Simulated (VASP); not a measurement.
# Tl (P6_3/mmc) in VASP: further runs

Runs on Tl. Level: PBE. Tasks: single point.

All numbers are computed with VASP 6.6.1; they aren't measurements. Logs are shortened: lines on timing, memory, paths and dates and some standing lists are left out, and cuts for length are marked.

## Step 1: The cell of the first run

It takes space group P6_3/mmc (No. 194, hexagonal). Conventional cell: a = 3.370 Å, b = 3.370 Å, c = 5.525 Å, α = 90.00°, β = 90.00°, γ = 120.00°. Tl (site symmetry -6m2) has 12 Tl at 3.37 to 3.38 Å within 4.4 Å.

## Step 2: Single point, PBE (strain -0.025 along x and y, +0.000 along z)

INCAR

```
SYSTEM = Tl
PREC = Accurate
ENCUT = 520
EDIFF = 1E-6
ISMEAR = 0
SIGMA = 0.15
LREAL = .False.
LASPH = .True.
NELM = 100
ALGO = Fast
ISIF = 2
LWAVE = .False.
LCHARG = .False.
GGA = PE
NBANDS = 20
```

KPOINTS

```
regular mesh
0
Gamma
  18 18 10
  0 0 0
```

POSCAR

```
Tl
1.0
    3.3695983976      0.0000000000      0.0000000000
   -1.6847991988      2.9181578129      0.0000000000
    0.0000000000      0.0000000000      5.5250000000
Tl
2
Direct
    0.3333333333      0.6666666667      0.2500000000
    0.6666666667      0.3333333333      0.7500000000
```

Potentials or basis: VASP PAW PBE potentials, release 64 (Tl_d).

Run with:

```bash
cat potpaw_PBE.64/Tl_d/POTCAR > POTCAR
mpirun -np 1 vasp_std > vasp.out
```

OUTCAR:

```text
SYSTEM = Tl
   PREC = Accurate
   ENCUT = 520
   EDIFF = 1E-6
   ISMEAR = 0
   LREAL = .False.
   LASPH = .True.
   NELM = 100
   ISIF = 2
   GGA = PE

 ion  position               nearest neighbor table
   1  0.333  0.667  0.250-   2 3.38   2 3.38   2 3.38   2 3.38   2 3.38   2 3.38
   2  0.667  0.333  0.750-   1 3.38   1 3.38   1 3.38   1 3.38   1 3.38   1 3.38

  LATTYP: Found a hexagonal cell.
 ALAT       =     3.3695983976
 C/A-ratio  =     1.6396612736

  Lattice vectors:

 A1 = (   3.3695983976,   0.0000000000,   0.0000000000)
 A2 = (  -1.6847991988,   2.9181578129,   0.0000000000)
 A3 = (   0.0000000000,   0.0000000000,   5.5250000000)

Analysis of symmetry for initial positions (statically):
=====================================================================
 Subroutine PRICEL returns:
 Original cell was already a primitive cell.

 Routine SETGRP: Setting up the symmetry group for a
 hexagonal supercell.

 Subroutine GETGRP returns: Found 24 space group operations
 (whereof 12 operations were pure point group operations)
 out of a pool of 24 trial point group operations.

The static configuration has the point symmetry D_3d.
 The point group associated with its full space group is D_6h.

Analysis of symmetry for dynamics (positions and initial velocities):
=====================================================================
 Subroutine PRICEL returns:
 Original cell was already a primitive cell.

 Routine SETGRP: Setting up the symmetry group for a
 hexagonal supercell.

 Subroutine GETGRP returns: Found 24 space group operations
 (whereof 12 operations were pure point group operations)
 out of a pool of 24 trial point group operations.

The dynamic configuration has the point symmetry D_3d.
 The point group associated with its full space group is D_6h.

 Subroutine INISYM returns: Found 24 space group operations
 (whereof 12 operations are pure point group operations),
 and found     1 'primitive' translations

----------------------------------------------------------------------------------------

                                     Primitive cell

  volume of cell :      54.3274

  direct lattice vectors                    reciprocal lattice vectors
     3.369598398  0.000000000  0.000000000     0.296771271  0.171340973  0.000000000
    -1.684799199  2.918157813  0.000000000     0.000000000  0.342681947  0.000000000
     0.000000000  0.000000000  5.525000000     0.000000000  0.000000000  0.180995475

  length of vectors
     3.369598398  3.369598398  5.525000000     0.342681947  0.342681947  0.180995475

  position of ions in fractional coordinates (direct lattice)
     0.333333333  0.666666667  0.250000000
     0.666666667  0.333333333  0.750000000

  ion indices of the primitive-cell ions
   primitive index   ion index
                 1           1
                 2           2

----------------------------------------------------------------------------------------

 KPOINTS: regular mesh

Automatic generation of k-mesh.
 Grid dimensions read from file:
 generate k-points for:   18   18   10

 Generating k-lattice:

  Cartesian coordinates                     Fractional coordinates (reciprocal lattice)
     0.016487293  0.009518943  0.000000000     0.055555556 -0.000000000  0.000000000
     0.000000000  0.019037886  0.000000000     0.000000000  0.055555556  0.000000000
     0.000000000  0.000000000  0.018099548     0.000000000  0.000000000  0.100000000

  Length of vectors
     0.019037886  0.019037886  0.018099548

  Shift w.r.t. Gamma in fractional coordinates (k-lattice)
     0.000000000  0.000000000  0.000000000

 Subroutine IBZKPT returns following result:
 ===========================================

 Found    222 irreducible k-points:

 Following reciprocal coordinates:
            Coordinates               Weight
  0.000000  0.000000  0.000000      1.000000
  0.055556  0.000000  0.000000      6.000000
  0.111111  0.000000  0.000000      6.000000
  0.166667  0.000000  0.000000      6.000000
  0.222222  0.000000  0.000000      6.000000
  0.277778  0.000000  0.000000      6.000000
[... 16 lines left out ...]
  0.333333  0.111111  0.000000     12.000000
  0.388889  0.111111  0.000000     12.000000
 [... further k-points ...]
   k-points           NKPTS =    222   k-points in BZ     NKDIM =    222   number of bands    NBANDS=     20
   number of dos      NEDOS =    301   number of ions     NIONS =      2
   total plane-waves  NPLWV =  32928
   dimension x,y,z NGX =    28 NGY =   28 NGZ =   42
   dimension x,y,z NGXF=    56 NGYF=   56 NGZF=   84
   ions per type =               2
   NGX,Y,Z   is equivalent  to a cutoff of  13.81, 13.81, 12.64 a.u.
   NGXF,Y,Z  is equivalent  to a cutoff of  27.63, 27.63, 25.28 a.u.
 SYSTEM =  Tl
   PREC   = accura    normal or accurate (medium, high low for compatibility)
   ISTART =      0    job   : 0-new  1-cont  2-samecut
   ICHARG =      2    charge: 1-file 2-atom 10-const
[... 70 lines left out ...]
  band No.  band energies     occupation
      1      -4.7961      2.00000
      2      -4.5657      2.00000
      3      -4.4971      2.00000
      4      -4.4934      2.00000
      5      -4.4550      2.00000
      6      -4.4379      2.00000
[... 12 lines left out ...]
     19      18.4866      0.00000
     20      18.8304      0.00000

 k-point     3 :       0.1111    0.0000    0.0000
  band No.  band energies     occupation
      1      -4.7621      2.00000
      2      -4.5821      2.00000
      3      -4.4778      2.00000
      4      -4.4491      2.00000
      5      -4.4472      2.00000
      6      -4.3946      2.00000
[... 12 lines left out ...]
     19      18.3628      0.00000
     20      19.3384      0.00000

 k-point     4 :       0.1667    0.0000    0.0000
  band No.  band energies     occupation
      1      -4.7442      2.00000
      2      -4.5781      2.00000
      3      -4.4921      2.00000
      4      -4.4231      2.00000
      5      -4.3977      2.00000
      6      -4.3909      2.00000
[... 12 lines left out ...]
     19      18.1676      0.00000
     20      18.9928      0.00000

 k-point     5 :       0.2222    0.0000    0.0000
  band No.  band energies     occupation
      1      -4.7696      2.00000
      2      -4.5664      2.00000
      3      -4.4885      2.00000
      4      -4.4857      2.00000
      5      -4.4235      2.00000
      6      -4.3260      2.00000
[... 12 lines left out ...]
     19      17.6412      0.00000
     20      18.7032      0.00000

 k-point     6 :       0.2778    0.0000    0.0000
  band No.  band energies     occupation
      1      -4.8155      2.00000
      2      -4.5966      2.00000
      3      -4.5635      2.00000
      4      -4.4562      2.00000
      5      -4.4314      2.00000
      6      -4.2423      2.00000
[... 12 lines left out ...]
     19      17.0324      0.00000
     20      18.1715      0.00000

 k-point     7 :       0.3333    0.0000    0.0000
  band No.  band energies     occupation
      1      -4.8629      2.00000
      2      -4.6368      2.00000
      3      -4.6357      2.00000
      4      -4.4854      2.00000
      5      -4.3764      2.00000
      6      -4.2746      2.00000
[... 12 lines left out ...]
     19      16.4806      0.00000
     20      17.7376      0.00000
[... 277 lines left out ...]
 k-point    20 :       0.1667    0.1111    0.0000
  band No.  band energies     occupation
      1      -4.7071      2.00000
      2      -4.6192      2.00000
      3      -4.5016      2.00000
      4      -4.4531      2.00000
      5      -4.4494      2.00000
      6      -4.3548      2.00000
[... 12 lines left out ...]
     19      17.5478      0.00000
     20      18.1547      0.00000

 k-point    21 :       0.2222    0.1111    0.0000
  band No.  band energies     occupation
      1      -4.7511      2.00000
      2      -4.5958      2.00000
      3      -4.5767      2.00000
      4      -4.4783      2.00000
      5      -4.4320      2.00000
      6      -4.2836      2.00000
[... 12 lines left out ...]
     19      16.9878      0.00000
     20      17.9453      0.00000

 k-point    22 :       0.2778    0.1111    0.0000
  band No.  band energies     occupation
      1      -4.7967      2.00000
      2      -4.6485      2.00000
      3      -4.5998      2.00000
      4      -4.4979      2.00000
      5      -4.3888      2.00000
      6      -4.2753      2.00000
[... 12 lines left out ...]
     19      16.5800      0.00000
     20      17.7340      0.00000

 k-point    23 :       0.3333    0.1111    0.0000
  band No.  band energies     occupation
      1      -4.8341      2.00000
      2      -4.7068      2.00000
      3      -4.6170      2.00000
      4      -4.5108      2.00000
      5      -4.3420      2.00000
      6      -4.3103      2.00000
[... 12 lines left out ...]
     19      16.2947      0.00000
     20      17.5720      0.00000

 k-point    24 :       0.3889    0.1111    0.0000
  band No.  band energies     occupation
      1      -4.8585      2.00000
      2      -4.7444      2.00000
      3      -4.6317      2.00000
      4      -4.5177      2.00000
      5      -4.3337      2.00000
      6      -4.3096      2.00000
[... 12 lines left out ...]
     19      16.1246      0.00000
     20      17.4724      0.00000

 [... further k-points ...]
[... 5 lines left out ...]
  --------------------------------------------------------------------------------------
  -------------------------------------------------------------------------------------
  Total        2.0145821      2.0145821      1.6529274      0.0000000     -0.0000000      0.0000000
  in kB       59.4122986     59.4122986     48.7466942      0.0000000     -0.0000000      0.0000000
  external PRESSURE =      55.8570971 kB  Pullay stress =       0.0000000 kB

 VOLUME and BASIS-vectors are now :
 -----------------------------------------------------------------------------
  energy-cutoff  :      520.00
  volume of cell :       54.33
      direct lattice vectors                 reciprocal lattice vectors
     3.369598398  0.000000000  0.000000000     0.296771271  0.171340973  0.000000000
    -1.684799199  2.918157813  0.000000000     0.000000000  0.342681947  0.000000000
     0.000000000  0.000000000  5.525000000     0.000000000  0.000000000  0.180995475

 POSITION                                       TOTAL-FORCE (eV/Angst)
 -----------------------------------------------------------------------------------
     -0.00000      1.94544      1.38125        -0.000000     -0.000000      0.000000
      1.68480      0.97272      4.14375         0.000000      0.000000      0.000000
 -----------------------------------------------------------------------------------
    total drift:                               -0.000000      0.000000      0.000000

  FREE ENERGIE OF THE ION-ELECTRON SYSTEM (eV)
  ---------------------------------------------------
  free  energy   TOTEN  =        -4.3257025509 eV

  energy  without entropy=       -4.3159138818  energy(sigma->0) =       -4.32080822
```

Run time: 73 s. Hardware: 1 thread of Intel Xeon 6975P-C (Granite Rapids), shared host; peak memory 0.31 GiB.

Results:

```yaml
Free_energy: -4.3257 eV
Pressure: 5.6 GPa
Band_gap_on_the_k_mesh: zero (bands 13 and 14 overlap by 5.90 eV)
```

Stress tensor (GPa, compression positive):
```
5.94 0.00 0.00
0.00 5.94 0.00
0.00 0.00 4.87
```

Caveat: the cell differs from its parent crystal (strain -0.025 along x and y, +0.000 along z); the cell stands under pressure; spin-orbit coupling is left out, which moves the levels of the heavy elements.

## Step 3: Single point, PBE (strain +0.000 along x and y, -0.025 along z)

INCAR

```
PREC = Accurate
ENCUT = 520
EDIFF = 1E-6
ISMEAR = 0
SIGMA = 0.15
LREAL = F
LASPH = T
NELM = 80
ALGO = Fast
ISIF = 2
LWAVE = F
LCHARG = F
GGA = PE
NBANDS = 20
```

KPOINTS

```
regular mesh
0
Gamma
  18 18 10
```

POSCAR

```
Tl
1.0
    3.4559983565      0.0000000000      0.0000000000
   -1.7279991783      2.9929823722      0.0000000000
    0.0000000000      0.0000000000      5.3868750000
Tl
2
Direct
    0.3333333333      0.6666666667      0.2500000000
    0.6666666667      0.3333333333      0.7500000000
```

Potentials or basis: VASP PAW PBE potentials, release 64 (Tl_d).

Run with:

```bash
cat potpaw_PBE.64/Tl_d/POTCAR > POTCAR
mpirun -np 1 vasp_std > vasp.out
```

Wall time 66 s (1 thread of Intel Xeon 6975P-C (Granite Rapids), shared host); peak memory 0.31 GiB.

It converged, with:

```
Free energy            : -4.3693 eV
Pressure               : 4.4 GPa
Band gap on the k mesh : zero (bands 13 and 14 overlap by 6.27 eV)
```

Stress tensor (GPa, compression positive):
```
4.07 0.00 0.00
0.00 4.07 0.00
0.00 0.00 5.18
```

Levels at points of the mesh, in eV from the Fermi level:
| k point | band 10 | band 11 | band 12 | band 13 | band 14 | band 15 | band 16 | band 17 |
| --- | --- | --- | --- | --- | --- | --- | --- | --- |
| (0.00, 0.00, 0.00) | -11.12 | -10.24 | -4.85 | -2.86 | 7.83 | 7.83 | 10.03 | 10.03 |
| (0.50, 0.00, 0.00) | -11.05 | -5.93 | -4.82 | -0.53 | 0.69 | 1.36 | 3.70 | 3.91 |
| (0.00, 0.00, 0.50) | -11.24 | -8.72 | -8.72 | 3.82 | 3.82 | 8.87 | 8.87 | 8.87 |
| (0.50, 0.00, 0.50) | -11.11 | -4.77 | -4.77 | -2.37 | -2.37 | 5.51 | 5.51 | 6.46 |

Caveat: the cell differs from its parent crystal (strain +0.000 along x and y, -0.025 along z); the cell stands under pressure; spin-orbit coupling is left out, which moves the levels of the heavy elements.

## Step 4: Single point, PBE (strain -0.025 along x and y, +0.025 along z)

INCAR

```
  ALGO = Fast
  EDIFF = 1E-6
  ENCUT = 520
  GGA = PE
  ISIF = 2
  ISMEAR = 0
  LASPH = True
  LCHARG = True
  LELF = True
  LREAL = False
  LVHAR = True
  LWAVE = False
  NBANDS = 20
  NELM = 100
  PREC = Accurate
  SIGMA = 0.15
```

KPOINTS

```
k-points
0
Gamma
  18 18 10
```

POSCAR

```
Tl
1.0
    3.3695983976      0.0000000000      0.0000000000
   -1.6847991988      2.9181578129      0.0000000000
    0.0000000000      0.0000000000      5.6631250000
Tl
2
Direct
    0.3333333333      0.6666666667      0.2500000000
    0.6666666667      0.3333333333      0.7500000000
```

Run with:

```bash
cat potpaw_PBE.64/Tl_d/POTCAR > POTCAR
mpirun -np 1 vasp_std > vasp.out
```

Wall time 72 s (1 thread of Intel Xeon 6975P-C (Granite Rapids), shared host); peak memory 0.32 GiB.

It converged, with:

```
Free energy            : -4.3603 eV
Pressure               : 4.3 GPa
Band gap on the k mesh : zero (bands 13 and 14 overlap by 5.49 eV)
```

Stress tensor (GPa, compression positive):
```
4.88 0.00 0.00
0.00 4.88 0.00
0.00 0.00 3.17
```

Levels at points of the mesh, in eV from the Fermi level:
| k point | band 10 | band 11 | band 12 | band 13 | band 14 | band 15 | band 16 | band 17 |
| --- | --- | --- | --- | --- | --- | --- | --- | --- |
| (0.00, 0.00, 0.00) | -11.16 | -10.26 | -5.63 | -3.14 | 8.76 | 8.76 | 9.85 | 10.65 |
| (0.50, 0.00, 0.00) | -11.06 | -5.62 | -4.62 | -0.96 | 0.11 | 1.29 | 3.73 | 4.33 |
| (0.00, 0.00, 0.50) | -11.27 | -8.88 | -8.88 | 2.69 | 2.69 | 9.67 | 9.67 | 9.67 |
| (0.50, 0.00, 0.50) | -11.08 | -4.62 | -4.62 | -2.39 | -2.39 | 5.84 | 5.84 | 5.91 |

Caveat: the cell differs from its parent crystal (strain -0.025 along x and y, +0.025 along z); the cell stands under pressure; spin-orbit coupling is left out, which moves the levels of the heavy elements.

## Step 5: Single point, PBE (strain -0.025 along x and y, +0.050 along z)

INCAR

```
ALGO = Fast
EDIFF = 1E-6
ENCUT = 520
GGA = PE
ISIF = 2
ISMEAR = 0
LASPH = T
LCHARG = F
LREAL = F
LWAVE = F
NBANDS = 20
NELM = 80
PREC = Accurate
SIGMA = 0.15
```

KPOINTS is that of step 4.

Edit POSCAR of step 4 so:

```diff
@@ -4,3 +4,3 @@
    -1.6847991988      2.9181578129      0.0000000000
-    0.0000000000      0.0000000000      5.6631250000
+    0.0000000000      0.0000000000      5.8012500000
 Tl
```

Run with:

```bash
cat potpaw_PBE.64/Tl_d/POTCAR > POTCAR
mpirun -np 1 vasp_std > vasp.out
```

Run time: 74 s. Hardware: 1 thread of Intel Xeon 6975P-C (Granite Rapids), shared host; peak memory 0.34 GiB.

The run converged. Its results:

```yaml
Free_energy: -4.3819 eV
Pressure: 3.2 GPa
Band_gap_on_the_k_mesh: zero (bands 13 and 14 overlap by 5.10 eV)
```

Stress tensor (GPa, compression positive):
```
3.96 0.00 0.00
0.00 3.96 0.00
0.00 0.00 1.80
```

Levels at points of the mesh, in eV from the Fermi level:
```tsv
k point	band 9	band 10	band 11	band 12	band 13	band 14	band 15	band 16	band 17	band 18
(0.00, 0.00, 0.00)	-11.15	-11.15	-10.08	-5.84	-3.09	8.91	8.91	9.12	10.77	10.79
(0.50, 0.00, 0.00)	-11.06	-11.03	-5.49	-4.50	-1.08	-0.03	1.31	3.66	4.50	8.22
(0.00, 0.00, 0.50)	-11.24	-11.24	-8.78	-8.78	2.31	2.31	9.76	9.76	9.76	9.76
(0.50, 0.00, 0.50)	-11.04	-11.04	-4.57	-4.57	-2.30	-2.30	5.55	5.55	5.96	5.96
```

Caveat: the cell differs from its parent crystal (strain -0.025 along x and y, +0.050 along z); the cell stands under pressure; spin-orbit coupling is left out, which moves the levels of the heavy elements.

## Step 6: Single point, PBE (strain +0.025 along x and y, -0.050 along z)

INCAR

```
  PREC = Accurate
  ENCUT = 520
  EDIFF = 1E-6
  ISMEAR = 0
  SIGMA = 0.15
  LREAL = F
  LASPH = T
  NELM = 100
  ALGO = Fast
  ISIF = 2
  LWAVE = F
  LCHARG = T
  GGA = PE
  LELF = T
  LVHAR = T
  NBANDS = 20
```

KPOINTS

```
regular mesh
0
Gamma
  18 18 10
```

POSCAR

```
Tl
1.0
    3.5423983154      0.0000000000      0.0000000000
   -1.7711991577      3.0678069315      0.0000000000
    0.0000000000      0.0000000000      5.2487500000
Tl
2
Direct
    0.3333333333      0.6666666667      0.2500000000
    0.6666666667      0.3333333333      0.7500000000
```

Potentials or basis: VASP PAW PBE potentials, release 64 (Tl_d).

Run with:

```bash
cat potpaw_PBE.64/Tl_d/POTCAR > POTCAR
mpirun -np 1 vasp_std > vasp.out
```

It took 68 s on 1 thread of Intel Xeon 6975P-C (Granite Rapids), shared host; peak memory 0.32 GiB.

Results (log left out):

- Free energy: -4.3823 eV
- Pressure: 3.6 GPa
- Band gap on the k mesh: zero (bands 13 and 14 overlap by 6.79 eV)

Stress tensor (GPa, compression positive):
```
2.89 0.00 0.00
0.00 2.89 0.00
0.00 0.00 5.08
```

Levels at points of the mesh, in eV from the Fermi level:
```tsv
k point	band 10	band 11	band 12	band 13	band 14	band 15	band 16	band 17
(0.00, 0.00, 0.00)	-11.10	-10.08	-4.36	-2.57	7.08	7.08	9.38	9.38
(0.50, 0.00, 0.00)	-11.02	-6.11	-4.92	-0.28	1.09	1.43	3.24	3.99
(0.00, 0.00, 0.50)	-11.21	-8.50	-8.50	4.49	4.49	8.20	8.20	8.20
(0.50, 0.00, 0.50)	-11.11	-4.88	-4.88	-2.29	-2.29	5.17	5.17	6.59
```

Caveat: the cell differs from its parent crystal (strain +0.025 along x and y, -0.050 along z); the cell stands under pressure; spin-orbit coupling is left out, which moves the levels of the heavy elements.

## Step 7: Overview

| cell | gap on the mesh (eV) | pressure (GPa) |
| --- | --- | --- |
| a = 3.370, b = 3.370, c = 5.525 Å, angles 90.0, 90.0, 120.0°, 2 atoms | none | 5.6 |
| a = 3.456, b = 3.456, c = 5.387 Å, angles 90.0, 90.0, 120.0°, 2 atoms | none | 4.4 |
| a = 3.370, b = 3.370, c = 5.663 Å, angles 90.0, 90.0, 120.0°, 2 atoms | none | 4.3 |
| a = 3.370, b = 3.370, c = 5.801 Å, angles 90.0, 90.0, 120.0°, 2 atoms | none | 3.2 |
| a = 3.542, b = 3.542, c = 5.249 Å, angles 90.0, 90.0, 120.0°, 2 atoms | none | 3.6 |

Alike in all rows: task single point; level PBE; potentials or basis VASP PAW PBE potentials, release 64 (Tl_d); no spin polarisation; k mesh 18 × 18 × 10; cutoff (eV) 520; smearing gaussian 0.15 eV.

Caveats: the cell stands under pressure; spin-orbit coupling is left out, which moves the levels of the heavy elements.

Total energies depend on the potentials used, so only differences within one code and one set of settings carry meaning.
